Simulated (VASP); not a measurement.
## Ta: single point with LDA

System: Ta, a slab with vacuum.

```
CELL_PARAMETERS angstrom
3.25285 0.00000 0.00000
0.00000 3.25285 0.00000
0.00000 0.00000 20.21340
ATOMIC_POSITIONS crystal
Ta 0.50000 0.50000 0.19789
Ta 0.00000 0.00000 0.27835
Ta 0.50000 0.50000 0.35802
Ta 0.00000 0.00000 0.43107
```

```yaml
Program: VASP 6.6.1
Task: single point
Functional: LDA
Potentials_or_basis: VASP PAW LDA potentials, release 64 (Ta_pv)
Cutoff: 520 eV
k_mesh: 8 × 8 × 1
Occupations: gaussian, width 0.1 eV
Spin: no spin polarisation
```

```json
{"Largest force": "0.827 eV/Å", "Band gap on the k mesh": "zero (bands 22 and 23 overlap by 0.46 eV)"}
```

Forces in eV/Å, atoms in the order of the input:
```
Ta   0.000  0.000  0.728
Ta   0.000  0.000 -0.827
Ta   0.000  0.000  0.028
Ta   0.000  0.000  0.071
```

Levels at points of the mesh, in eV from the Fermi level:
```csv
k point,band 20,band 21,band 22,band 23,band 24,band 25
"(0.00, 0.00, 0.00)",-0.16,0.00,0.29,0.29,0.41,0.57
"(0.50, 0.00, 0.00)",-1.53,-0.10,-0.08,0.07,0.12,0.92
"(0.50, 0.50, 0.00)",-1.69,-0.60,-0.60,1.88,1.88,2.55
```

It took 3.5 min on 1 thread of Intel(R) Xeon(R) Platinum 8259CL CPU @ 2.50GHz (Skylake/Cascade Lake), with other jobs on the host, peak memory 0.26 GiB.

Caveat: spin-orbit coupling is left out, which moves the levels of the heavy elements.
